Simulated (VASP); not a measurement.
# C (Cmmm) in VASP: notebook

Runs on C. Level: PBEsol+D3(BJ). Tasks: single point.

All numbers are computed with VASP 6.6.1; they aren't measurements. Logs are shortened: lines on timing, memory, paths and dates and some standing lists are left out, and cuts for length are marked.

### 1 The cell of the first run

The structure is orthorhombic, space group Cmmm (No. 65). Conventional cell: a = 2.396 Å, b = 4.150 Å, c = 3.441 Å, α = 90.00°, β = 90.00°, γ = 90.00°. Within 1.8 Å of C (site symmetry m2m) lie 3 C at 1.33 to 1.50 Å.

### 2 Single point, PBEsol+D3(BJ)

Input file INCAR:

```
SYSTEM = C
PREC     = Accurate       ! precision mode
ENCUT    = 520            ! plane-wave cutoff, eV
EDIFF    = 1E-7           ! SCF threshold, eV
ISMEAR   = 0              ! smearing method
SIGMA    = 0.15           ! smearing width, eV
LREAL    = .FALSE.        ! projectors in reciprocal space
LASPH    = .TRUE.         ! aspherical terms in the spheres
NELM     = 80             ! most SCF steps
ALGO     = Normal         ! electronic algorithm
ISIF     = 2              ! what is computed and relaxed
LWAVE    = .FALSE.        ! write WAVECAR
LCHARG   = .FALSE.        ! write CHGCAR
GGA      = PS             ! functional
IVDW     = 12             ! dispersion correction
NBANDS   = 11             ! bands
```

Input file KPOINTS:

```
Automatic mesh
0
G
  21 21 12
  0 0 0
```

Input file POSCAR:

```
C
1.0
    2.3962167908      0.0000000000      0.0000000000
   -1.1981083954      2.0751846138      0.0000000000
    0.0000000000      0.0000000000      3.4412451853
C
2
Direct
    0.3192382018      0.6384764037      0.0000000000
    0.6807617982      0.3615235963      0.0000000000
```

Potentials or basis: VASP PAW PBE potentials, release 64 (C).

Started as:

```
cat potpaw_PBE.64/C/POTCAR > POTCAR
mpirun -np 1 vasp_std > vasp.out
```

OUTCAR:

```text
SYSTEM = C
   PREC = Accurate
   ENCUT = 520
   EDIFF = 1E-7
   ISMEAR = 0
   LREAL = .FALSE.
   LASPH = .TRUE.
   NELM = 80
   ISIF = 2
   GGA = PS
   IVDW = 12
 IVDW          = 12

 ion  position               nearest neighbor table
   1  0.319  0.638  0.000-   2 1.33   2 1.33   2 1.50
   2  0.681  0.362  0.000-   1 1.33   1 1.33   1 1.50

  LATTYP: Found a hexagonal cell.
 ALAT       =     2.3962167908
 C/A-ratio  =     1.4361159635

  Lattice vectors:

 A1 = (   2.3962167908,   0.0000000000,   0.0000000000)
 A2 = (  -1.1981083954,   2.0751846138,   0.0000000000)
 A3 = (   0.0000000000,   0.0000000000,   3.4412451853)

Analysis of symmetry for initial positions (statically):
=====================================================================
 Subroutine PRICEL returns:
 Original cell was already a primitive cell.

 Routine SETGRP: Setting up the symmetry group for a
 hexagonal supercell.

 Subroutine GETGRP returns: Found  8 space group operations
 (whereof  8 operations were pure point group operations)
 out of a pool of 24 trial point group operations.

The static configuration has the point symmetry D_2h.

Analysis of symmetry for dynamics (positions and initial velocities):
=====================================================================
 Subroutine PRICEL returns:
 Original cell was already a primitive cell.

 Routine SETGRP: Setting up the symmetry group for a
 hexagonal supercell.

 Subroutine GETGRP returns: Found  8 space group operations
 (whereof  8 operations were pure point group operations)
 out of a pool of 24 trial point group operations.

The dynamic configuration has the point symmetry D_2h.

 Subroutine INISYM returns: Found  8 space group operations
 (whereof  8 operations are pure point group operations),
 and found     1 'primitive' translations

----------------------------------------------------------------------------------------

                                     Primitive cell

  volume of cell :      17.1119

  direct lattice vectors                    reciprocal lattice vectors
     2.396216791  0.000000000  0.000000000     0.417324511  0.240942419  0.000000000
    -1.198108395  2.075184614  0.000000000     0.000000000  0.481884837  0.000000000
     0.000000000  0.000000000  3.441245185     0.000000000  0.000000000  0.290592488

  length of vectors
[... 89 lines left out ...]
   ISYM   =      2    0-nonsym 1-usesym 2-fastsym
   POTIM  = 0.5000    time-step for ionic-motion
   TEBEG  =    0.0;   TEEND  =   0.0 temperature during run
   PSTRESS=    0.0 pullay stress
   NELECT =       8.0000    total number of electrons
   NUPDOWN=      -1.0000    fix difference up-down
   EMIN   =  10.00;   EMAX   =-10.00  energy-range for DOS
   EFERMI =   0.00;   METHOD = LEGACY
   ISMEAR =     0;   SIGMA  =   0.15  broadening in eV -4-tet -1-fermi 0-gaus
   EFERMI_NEDOS =   21; number of points for ismear=-14 and -15
   IALGO  =     38    algorithm
   IMIX   =      4    mixing-type and parameters
     AMIX     =   0.40;   BMIX     =  1.00
     AMIX_MAG =   1.60;   BMIX_MAG =  1.00
  volume/ion in A,a.u.               =       8.56        57.74
  Fermi-wavevector in a.u.,A,eV,Ry     =   1.270590  2.401066 21.965222  1.614398
  Thomas-Fermi vector in A             =   2.403569
   LORBIT       =      0    0 simple, 1 ext, 2 COOP (PROOUT), +10 PAW based schemes
   GGA     = PS    functional components
   LHFCALC =     F    Hartree Fock is set to
   AEXX    =    0.0000 exact exchange contribution
   IVDW    =    12    specifies the selected vdW correction
   LEPSILON=     F    determine dielectric tensor
   LRPA    =     F    only Hartree local field effects (RPA)
 non-spin polarized calculation
 Gauss-broadening in eV      SIGMA  =   0.15
  energy-cutoff  :      520.00
  volume of cell :       17.11
 maximum number of plane-waves:       482
 NGX is ok and might be reduce to    18
   NGX =  9   NGY =  9   NGZ = 13

 number of electron       8.0000000 magnetization

 Free energy of the ion-electron system (eV)
  ---------------------------------------------------
  ext. energy  EPLUGINS =         0.00000000
  ---------------------------------------------------
  free energy    TOTEN  =       -18.76100840 eV

  energy without entropy =      -18.76065738  energy(sigma->0) =      -18.76083289

 E-fermi :   4.8126     XC(G=0): -10.5118

 val. band max:        4.7965557359   @ k =   0.3810   0.3333   0.1667
 cond. band min:       4.8162033077   @ k =   0.3810   0.3333   0.3333
 fundamental gap:      0.0196475718
 Fermi energy:         4.8125847379

 k-point     1 :       0.0000    0.0000    0.0000
  band No.  band energies     occupation
      1     -15.3901      2.00000
      2      -2.4706      2.00000
      3       0.1299      2.00000
      4       3.9734      2.00000
      5       8.4437      0.00000
      6      11.3593      0.00000
      7      16.2051      0.00000
      8      17.7206      0.00000
      9      19.3814      0.00000
     10      27.7603      0.00000
     11      29.7719      0.00000
[... 309 lines left out ...]
 k-point    24 :       0.0952    0.0476    0.0000
  band No.  band energies     occupation
      1     -14.9944      2.00000
      2      -2.0097      2.00000
      3      -0.7375      2.00000
      4       2.4449      2.00000
      5       8.9087      0.00000
      6      12.3180      0.00000
      7      16.4123      0.00000
      8      17.1639      0.00000
      9      19.9256      0.00000
     10      28.7053      0.00000
     11      28.9296      0.00000

 [... further k-points ...]

------------------------ aborting loop because EDIFF is reached ----------------------------------------

 Edisp (eV)   -0.21110

 E8    (eV) :    -0.1026

  FORCE on cell =-STRESS in cart. coord.  units (eV):
  Direction    XX          YY          ZZ          XY          YZ          ZX
  --------------------------------------------------------------------------------------
  -------------------------------------------------------------------------------------
  Total       7.25834     2.84411     0.04977     0.00000     0.00000     0.00000
  in kB     679.59350   266.29209     4.65965     0.00000     0.00000     0.00000
  external pressure =      316.85 kB  Pullay stress =        0.00 kB

 VOLUME and BASIS-vectors are now :
 -----------------------------------------------------------------------------
  energy-cutoff  :      520.00
  volume of cell :       17.11
      direct lattice vectors                 reciprocal lattice vectors
     2.396216791  0.000000000  0.000000000     0.417324511  0.240942419  0.000000000
    -1.198108395  2.075184614  0.000000000     0.000000000  0.481884837  0.000000000
     0.000000000  0.000000000  3.441245185     0.000000000  0.000000000  0.290592488

 POSITION                                       TOTAL-FORCE (eV/Angst)
 -----------------------------------------------------------------------------------
     -0.00000      1.32496      0.00000         0.000000      6.546693      0.000000
      1.19811      0.75023      0.00000        -0.000000     -6.546693      0.000000
 -----------------------------------------------------------------------------------
    total drift:                               -0.000000      0.000000      0.000000

  FREE ENERGIE OF THE ION-ELECTRON SYSTEM (eV)
  ---------------------------------------------------
  free  energy   TOTEN  =       -18.9721098576 eV

  energy  without entropy=      -18.9717588376  energy(sigma->0) =      -18.97193435
```

OSZICAR:

```text
N       E                     dE             d eps       ncg     rms          rms(c)
DAV:   1     0.463604705788E+01    0.46360E+01   -0.44886E+03 19317   0.662E+02
DAV:   2    -0.198187459218E+02   -0.24455E+02   -0.23270E+02 24219   0.132E+02
DAV:   3    -0.203642575973E+02   -0.54551E+00   -0.54441E+00 23594   0.162E+01
DAV:   4    -0.203661330274E+02   -0.18754E-02   -0.18753E-02 21795   0.116E+00
DAV:   5    -0.203661404717E+02   -0.74443E-05   -0.74443E-05 23369   0.660E-02    0.727E+00
DAV:   6    -0.191402333072E+02    0.12259E+01   -0.99537E-01 21385   0.611E+00    0.418E+00
DAV:   7    -0.187573908230E+02    0.38284E+00   -0.11144E+00 21919   0.650E+00    0.117E+00
DAV:   8    -0.187615902883E+02   -0.41995E-02   -0.32451E-02 20608   0.118E+00    0.179E-01
DAV:   9    -0.187609270750E+02    0.66321E-03   -0.13038E-03 21617   0.228E-01    0.765E-02
DAV:  10    -0.187610012002E+02   -0.74125E-04   -0.19188E-04 20938   0.968E-02    0.367E-02
DAV:  11    -0.187610078870E+02   -0.66868E-05   -0.11308E-05 21594   0.207E-02    0.560E-03
DAV:  12    -0.187610083695E+02   -0.48249E-06   -0.80023E-07 21089   0.612E-03    0.167E-03
DAV:  13    -0.187610084016E+02   -0.32127E-07   -0.80787E-08 21844   0.174E-03
   1 F= -.18972110E+02 E0= -.18971934E+02  d E =-.351020E-03
```

stdout:

```text
POSCAR found type information on POSCAR C
 POSCAR found :  1 types and       2 ions
 scaLAPACK will be used
 -----------------------------------------------------------------------------
|                                                                             |
|                                                                             |
|     You enforced a specific xc type in the INCAR file but a different       |
|     I HOPE YOU KNOW WHAT YOU ARE DOING!                                     |
|                                                                             |
 -----------------------------------------------------------------------------

 LDA part: xc-table for (Slater+PW92), standard interpolation
 POSCAR, INCAR and KPOINTS ok, starting setup
 FFT: planning ... GRIDC
 FFT: planning ... GRID_SOFT
 FFT: planning ... GRID
 WAVECAR not read
 entering main loop
```

Wall time 86 s (1 thread of Intel Xeon 6975P-C, shared host); peak memory 0.24 GiB.

What came out:

- Free energy: -18.9721 eV
- Pressure: 31.7 GPa
- Largest force: 6.547 eV/Å
- Band gap on the k mesh: zero (band 4 reaches 5.12 eV, above the bottom of band 5 at 4.56 eV)
- Dispersion energy per atom: -0.106 eV

Forces in eV/Å, atoms in the order of the input:
```
C    0.000  6.547  0.000
C    0.000 -6.547  0.000
```

Stress tensor (GPa, compression positive):
```
67.96  0.00  0.00
 0.00 26.63  0.00
 0.00  0.00  0.47
```

Caveat: the PAW data sets were made with another functional, which shifts forces and pressure a little.

### 3 Single point, PBEsol+D3(BJ)

Input file INCAR:

```
SYSTEM = C
PREC     = Accurate       ! precision mode
ENCUT    = 520            ! plane-wave cutoff, eV
EDIFF    = 1E-7           ! SCF threshold, eV
ISMEAR   = 0              ! smearing method
SIGMA    = 0.15           ! smearing width, eV
LREAL    = .False.        ! projectors in reciprocal space
LASPH    = .True.         ! aspherical terms in the spheres
NELM     = 100            ! most SCF steps
ALGO     = Normal         ! electronic algorithm
ISIF     = 2              ! what is computed and relaxed
LWAVE    = .False.        ! write WAVECAR
LCHARG   = .False.        ! write CHGCAR
GGA      = PS             ! functional
IVDW     = 12             ! dispersion correction
NBANDS   = 11             ! bands
```

Input file KPOINTS:

```
Automatic mesh
0
Gamma
  21 21 12
  0 0 0
```

Input file POSCAR:

```
C
1.0
    2.3962167908      0.0000000000      0.0000000000
   -1.1981083954      2.0751846138      0.0000000000
    0.0000000000      0.0000000000      3.4412451853
C
2
Direct
    0.3380317105      0.6760634210      0.0000000000
    0.6619682895      0.3239365790      0.0000000000
```

Potentials or basis: VASP PAW PBE potentials, release 64 (C).

Started as:

```
cat potpaw_PBE.64/C/POTCAR > POTCAR
mpirun -np 1 vasp_std > vasp.out
```

OUTCAR:

```text
SYSTEM = C
   PREC = Accurate
   ENCUT = 520
   EDIFF = 1E-7
   ISMEAR = 0
   LREAL = .False.
   LASPH = .True.
   NELM = 100
   ISIF = 2
   GGA = PS
   IVDW = 12
 IVDW          = 12

 ion  position               nearest neighbor table
   1  0.338  0.676  0.000-   2 1.34   2 1.40   2 1.40
   2  0.662  0.324  0.000-   1 1.34   1 1.40   1 1.40

  LATTYP: Found a hexagonal cell.
 ALAT       =     2.3962167908
 C/A-ratio  =     1.4361159635

  Lattice vectors:

 A1 = (   2.3962167908,   0.0000000000,   0.0000000000)
 A2 = (  -1.1981083954,   2.0751846138,   0.0000000000)
 A3 = (   0.0000000000,   0.0000000000,   3.4412451853)

Analysis of symmetry for initial positions (statically):
=====================================================================
 Subroutine PRICEL returns:
 Original cell was already a primitive cell.

 Routine SETGRP: Setting up the symmetry group for a
 hexagonal supercell.

 Subroutine GETGRP returns: Found  8 space group operations
 (whereof  8 operations were pure point group operations)
 out of a pool of 24 trial point group operations.

[... 173 lines left out ...]
      2      -2.4253      2.00000
      3       1.3494      2.00000
      4       2.6014      2.00000
      5       8.4333      0.00000
      6      12.9574      0.00000
      7      14.5572      0.00000
      8      17.6376      0.00000
      9      19.3708      0.00000
     10      27.8930      0.00000
     11      29.9861      0.00000
[... 309 lines left out ...]
 k-point    24 :       0.0952    0.0476    0.0000
  band No.  band energies     occupation
      1     -14.9786      2.00000
      2      -1.9584      2.00000
      3       0.2295      2.00000
      4       1.4480      2.00000
      5       8.9229      0.00000
      6      13.7571      0.00000
      7      15.5107      0.00000
      8      16.3037      0.00000
      9      19.9727      0.00000
     10      28.9827      0.00000
     11      29.0811      0.00000

 [... further k-points ...]

------------------------ aborting loop because EDIFF is reached ----------------------------------------

 Edisp (eV)   -0.21105

 E8    (eV) :    -0.1026

  FORCE on cell =-STRESS in cart. coord.  units (eV):
  Direction    XX          YY          ZZ          XY          YZ          ZX
  --------------------------------------------------------------------------------------
  -------------------------------------------------------------------------------------
  Total       3.35593     4.97822     0.06513     0.00000     0.00000     0.00000
  in kB     314.21396   466.10753     6.09788     0.00000     0.00000     0.00000
  external pressure =      262.14 kB  Pullay stress =        0.00 kB

 VOLUME and BASIS-vectors are now :
 -----------------------------------------------------------------------------
  energy-cutoff  :      520.00
  volume of cell :       17.11
      direct lattice vectors                 reciprocal lattice vectors
     2.396216791  0.000000000  0.000000000     0.417324511  0.240942419  0.000000000
    -1.198108395  2.075184614  0.000000000     0.000000000  0.481884837  0.000000000
     0.000000000  0.000000000  3.441245185     0.000000000  0.000000000  0.290592488

 POSITION                                       TOTAL-FORCE (eV/Angst)
 -----------------------------------------------------------------------------------
     -0.00000      1.40296      0.00000        -0.000000     -2.733929      0.000000
      1.19811      0.67223      0.00000         0.000000      2.733929      0.000000
 -----------------------------------------------------------------------------------
    total drift:                                0.000000      0.000000      0.000000

  FREE ENERGIE OF THE ION-ELECTRON SYSTEM (eV)
  ---------------------------------------------------
  free  energy   TOTEN  =       -19.3267946802 eV

  energy  without entropy=      -19.3263349838  energy(sigma->0) =      -19.32656483
```

stdout:

```text
POSCAR found type information on POSCAR C
 POSCAR found :  1 types and       2 ions
 scaLAPACK will be used
 -----------------------------------------------------------------------------
|                                                                             |
|                                                                             |
|     You enforced a specific xc type in the INCAR file but a different       |
|     I HOPE YOU KNOW WHAT YOU ARE DOING!                                     |
|                                                                             |
 -----------------------------------------------------------------------------

 LDA part: xc-table for (Slater+PW92), standard interpolation
 POSCAR, INCAR and KPOINTS ok, starting setup
 FFT: planning ... GRIDC
 FFT: planning ... GRID_SOFT
 FFT: planning ... GRID
 WAVECAR not read
 entering main loop
```

Run time: 91 s. Hardware: 1 thread of Intel Xeon 6975P-C, shared host; peak memory 0.24 GiB.

Results:

| Item | Value |
| --- | --- |
| Free energy | -19.3268 eV |
| Pressure | 26.2 GPa |
| Largest force | 2.734 eV/Å |
| Band gap on the k mesh | zero (band 4 reaches 5.20 eV, above the bottom of band 5 at 4.63 eV) |
| Dispersion energy per atom | -0.106 eV |

Forces in eV/Å, atoms in the order of the input:
```
C    0.000 -2.734  0.000
C    0.000  2.734  0.000
```

Caveat: the PAW data sets were made with another functional, which shifts forces and pressure a little.
